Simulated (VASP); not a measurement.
# Al2BN3 (P-4m2) in VASP: relaxation of cell and atoms with PBE

Aim: the relaxation of cell and atoms of Al2BN3 with PBE.

Everything below comes from runs of VASP 6.6.1. Logs are shortened: lines on timing, memory, paths and dates and some standing lists are left out, and cuts for length are marked.

### Step 1. The cell of the first run

The structure is tetragonal, space group P-4m2 (No. 115). The conventional cell has a = 3.307 Å, b = 3.307 Å, c = 5.501 Å, α = 90.00°, β = 90.00°, γ = 90.00°. Al (site symmetry 2mm) has 2 B at 2.21 Å and 7 N at 2.21 to 2.36 Å within 2.9 Å. B (site symmetry -4m2) has 4 Al at 2.21 Å and 8 N at 2.34 to 2.43 Å within 2.9 Å. N (site symmetry -4m2) has 4 Al at 2.21 Å and 4 B at 2.34 Å and 4 N at 2.43 Å within 2.9 Å. Within 3.1 Å of N (site symmetry 2mm) lie 5 Al at 2.25 to 2.36 Å and 2 B at 2.43 Å and 6 N at 2.43 to 3.03 Å.

The cell was generated, and may not be a known phase.

### Step 2. Relaxation of cell and atoms, PBE

INCAR

```
PREC = Accurate ; ENCUT = 1330
EDIFF = 1E-7 ; ISMEAR = 0
SIGMA = 0.1 ; LREAL = F
LASPH = T ; NELM = 120
ALGO = Normal ; ISIF = 3
LWAVE = F ; LCHARG = F
GGA = PE ; IBRION = 2
NSW = 90 ; EDIFFG = -0.04
GGA_COMPAT = F ; NELMIN = 4
```

KPOINTS

```
Automatic mesh
0
Gamma
  6 6 4
```

POSCAR

```
Al2BN3
1.0
    3.3068103300      0.0000000000      0.0000000000
    0.0000000000      3.3068103300      0.0000000000
    0.0000000000      0.0000000000      5.5006673300
Al B N
2 1 3
Direct
    0.5000000000      0.0000000000      0.2671410100
    0.0000000000      0.5000000000      0.7328589900
    0.5000000000      0.5000000000      0.0000000000
    0.0000000000      0.0000000000      0.0000000000
    0.5000000000      0.0000000000      0.6756250300
    0.0000000000      0.5000000000      0.3243749700
```

Potentials or basis: VASP PAW PBE potentials, release 64 (Al, B_h, N_h).

On the command line:

```
$ cat potpaw_PBE.64/Al/POTCAR potpaw_PBE.64/B_h/POTCAR potpaw_PBE.64/N_h/POTCAR > POTCAR
$ mpirun -np 1 vasp_std > vasp.out
```

OUTCAR:

```text
PREC = Accurate
   ENCUT = 1330
   EDIFF = 1E-7
   ISMEAR = 0
   LREAL = F
   LASPH = T
   NELM = 120
   ISIF = 3
   GGA = PE
   IBRION = 2
   NSW = 90
   EDIFFG = -0.04
   NELMIN = 4

 ion  position               nearest neighbor table
   1  0.500  0.000  0.267-   3 2.21   4 2.21   3 2.21   4 2.21   5 2.25   6 2.36   6 2.36   6 2.36
                             6 2.36
   2  0.000  0.500  0.733-   3 2.21   4 2.21   4 2.21   3 2.21   6 2.25   5 2.36   5 2.36   5 2.36
                             5 2.36
   3  0.500  0.500  0.000-   1 2.21   2 2.21   1 2.21   2 2.21
   4  0.000  0.000  0.000-   1 2.21   2 2.21   2 2.21   1 2.21
   5  0.500  0.000  0.676-   1 2.25   2 2.36   2 2.36   2 2.36   2 2.36
   6  0.000  0.500  0.324-   2 2.25   1 2.36   1 2.36   1 2.36   1 2.36

  LATTYP: Found a simple tetragonal cell.
 ALAT       =     3.3068103300
 C/A-ratio  =     1.6634359945

  Lattice vectors:

 A1 = (   3.3068103300,   0.0000000000,   0.0000000000)
 A2 = (   0.0000000000,   3.3068103300,   0.0000000000)
 A3 = (   0.0000000000,   0.0000000000,   5.5006673300)

Analysis of symmetry for initial positions (statically):
=====================================================================
 Subroutine PRICEL returns:
 Original cell was already a primitive cell.

 Routine SETGRP: Setting up the symmetry group for a
 simple tetragonal supercell.

 Subroutine GETGRP returns: Found  8 space group operations
 (whereof  8 operations were pure point group operations)
 out of a pool of 16 trial point group operations.

The static configuration has the point symmetry D_2d.

Analysis of symmetry for dynamics (positions and initial velocities):
=====================================================================
 Subroutine PRICEL returns:
 Original cell was already a primitive cell.

 Routine SETGRP: Setting up the symmetry group for a
 simple tetragonal supercell.

 Subroutine GETGRP returns: Found  8 space group operations
 (whereof  8 operations were pure point group operations)
 out of a pool of 16 trial point group operations.

The dynamic configuration has the point symmetry D_2d.

 Subroutine INISYM returns: Found  8 space group operations
 (whereof  8 operations are pure point group operations),
 and found     1 'primitive' translations

----------------------------------------------------------------------------------------

                                     Primitive cell

  volume of cell :      60.1498

  direct lattice vectors                    reciprocal lattice vectors
     3.306810330  0.000000000  0.000000000     0.302406216  0.000000000  0.000000000
[... 115 lines left out ...]
  volume/ion in A,a.u.               =      10.02        67.65
  Fermi-wavevector in a.u.,A,eV,Ry     =   1.205223  2.277540 19.763299  1.452561
  Thomas-Fermi vector in A             =   2.340925
   LORBIT       =      0    0 simple, 1 ext, 2 COOP (PROOUT), +10 PAW based schemes
   GGA     = PE    functional components
   LHFCALC =     F    Hartree Fock is set to
   AEXX    =    0.0000 exact exchange contribution
   IVDW    =     0    specifies the selected vdW correction
   LEPSILON=     F    determine dielectric tensor
   LRPA    =     F    only Hartree local field effects (RPA)
 conjugate gradient relaxation of ions
 non-spin polarized calculation
 Gauss-broadening in eV      SIGMA  =   0.10
  energy-cutoff  :     1330.00
  volume of cell :       60.15
 maximum number of plane-waves:      6652
 NGX is ok and might be reduce to    40
   NGX = 19   NGY = 19   NGZ = 33

--------------------------------------- Ionic step        1  -------------------------------------------

 number of electron      24.0000000 magnetization

 Free energy of the ion-electron system (eV)
  ---------------------------------------------------
  ext. energy  EPLUGINS =         0.00000000
  ---------------------------------------------------
  free energy    TOTEN  =       -32.00839047 eV

  energy without entropy =      -31.98335186  energy(sigma->0) =      -31.99587116

------------------------ aborting loop because EDIFF is reached ----------------------------------------

  FORCE on cell =-STRESS in cart. coord.  units (eV):
  Direction    XX          YY          ZZ          XY          YZ          ZX
  --------------------------------------------------------------------------------------
  -------------------------------------------------------------------------------------
  Total       -9.1758213     -9.1758213      0.3354043      0.0000000      0.0000000      0.0000000
  in kB     -244.4114659   -244.4114659      8.9339858      0.0000000      0.0000000      0.0000000
  external PRESSURE =    -159.9629820 kB  Pullay stress =       0.0000000 kB
[... 101 lines left out ...]
  FREE ENERGIE OF THE ION-ELECTRON SYSTEM (eV)
  ---------------------------------------------------
  free  energy   TOTEN  =       -16.5448534558 eV

  energy  without entropy=      -16.5370692240  energy(sigma->0) =      -16.54096134

 E-fermi :  11.1908     XC(G=0): -12.8587

 val. band max:       11.1802483322   @ k =   0.0000   0.0000   0.2500
 cond. band min:      11.1966078448   @ k =   0.3333   0.3333   0.2500
 fundamental gap:      0.0163595127
 Fermi energy:        11.1908300757

 k-point     1 :       0.0000    0.0000    0.0000
  band No.  band energies     occupation
      1      -8.0730      2.00000
      2      -6.1023      2.00000
      3      -4.1010      2.00000
      4       4.2501      2.00000
      5       5.6229      2.00000
      6       7.5613      2.00000
[... 435 lines left out ...]
      5       3.7361      2.00000
      6       4.1728      2.00000
[... 8 lines left out ...]
     15      16.0926      0.00000
     16      16.5449      0.00000

 [... further k-points ...]

[... ionic steps 4 to 27 ...]

--------------------------------------- Ionic step       28  -------------------------------------------

 number of electron      24.0000000 magnetization

------------------------ aborting loop because EDIFF is reached ----------------------------------------
[... 75 lines left out ...]
--------------------------------------- Ionic step       30  -------------------------------------------

 number of electron      24.0000000 magnetization

 Free energy of the ion-electron system (eV)
  ---------------------------------------------------
  ext. energy  EPLUGINS =         0.00000000
  ---------------------------------------------------
  free energy    TOTEN  =       -39.47438367 eV

  energy without entropy =      -39.46122741  energy(sigma->0) =      -39.46780554

 E-fermi :   6.4580     XC(G=0): -10.9878

 val. band max:        6.4127969458   @ k =   0.3333   0.0000   0.5000
 cond. band min:       6.5405167700   @ k =   0.5000   0.5000   0.5000
 fundamental gap:      0.1277198242
 Fermi energy:         6.4580454136

 k-point     1 :       0.0000    0.0000    0.0000
  band No.  band energies     occupation
      1     -10.4650      2.00000
      2      -9.5830      2.00000
      3      -8.4905      2.00000
      4       0.8701      2.00000
      5       1.6134      2.00000
      6       4.4651      2.00000
[... 480 lines left out ...]
  FREE ENERGIE OF THE ION-ELECTRON SYSTEM (eV)
  ---------------------------------------------------
  free  energy   TOTEN  =       -39.4743836660 eV

  energy  without entropy=      -39.4612274129  energy(sigma->0) =      -39.46780554

 reached required accuracy - stopping structural energy minimisation
```

Wall time 47 min (1 thread of Intel Xeon Platinum 8259CL at 2.50GHz (Skylake/Cascade Lake), shared host); peak memory 0.44 GiB.

What came out:

| Item | Value |
| --- | --- |
| Free energy | -39.4744 eV |
| Relaxed volume | 9.71 Å³/atom |
| Relaxed cell | a = 2.638 Å, b = 2.638 Å, c = 8.372 Å, α = 90.00°, β = 90.00°, γ = 90.00° |
| Space group after relaxing (to 0.1 Å) | P-4m2 (No. 115) |
| Pressure after relaxing | -0.2 GPa |
| Largest force after relaxing | 0.031 eV/Å |
| Band gap on the k mesh | zero (bands 12 and 13 overlap by 0.56 eV) |

Forces on the atoms (eV/Å):
```
Al   0.000  0.000  0.031
Al   0.000  0.000 -0.031
B    0.000  0.000  0.000
N    0.000  0.000  0.000
N    0.000  0.000 -0.001
N    0.000  0.000  0.001
```

Final structure:
```yaml
crystal:
  lattice:
    - [2.63805, 0.00000, 0.00000]
    - [0.00000, 2.63805, 0.00000]
    - [0.00000, 0.00000, 8.37246]
  atoms:
    - { symbol: Al, position: [0.50000, 0.00000, 0.37266] }
    - { symbol: Al, position: [0.00000, 0.50000, 0.62734] }
    - { symbol: B, position: [0.50000, 0.50000, 0.00000] }
    - { symbol: N, position: [0.00000, 0.00000, 0.00000] }
    - { symbol: N, position: [0.50000, 0.00000, 0.63214] }
    - { symbol: N, position: [0.00000, 0.50000, 0.36786] }
```

Levels at points of the mesh, in eV from the Fermi level:
```csv
k point,band 10,band 11,band 12,band 13,band 14,band 15
"(0.00, 0.00, 0.00)",-0.85,-0.11,-0.11,1.81,5.26,5.81
"(0.50, 0.00, 0.00)",-0.22,-0.21,0.43,1.06,5.74,5.86
"(0.50, 0.50, 0.00)",-1.60,-0.93,-0.93,0.12,3.43,5.39
"(0.00, 0.00, 0.50)",-1.07,-0.10,-0.10,2.23,5.14,6.94
"(0.50, 0.00, 0.50)",-0.22,-0.21,0.43,1.50,5.48,5.48
"(0.50, 0.50, 0.50)",-1.55,-0.91,-0.91,0.08,3.26,5.28
```

Caveat: semilocal functionals underestimate gaps, and a narrow one can read as zero; a cell axis changed by over 15 % at a fixed basis, so the end point is rough.

The gap in the log of VASP goes by the Fermi energy; the results here count the filled bands.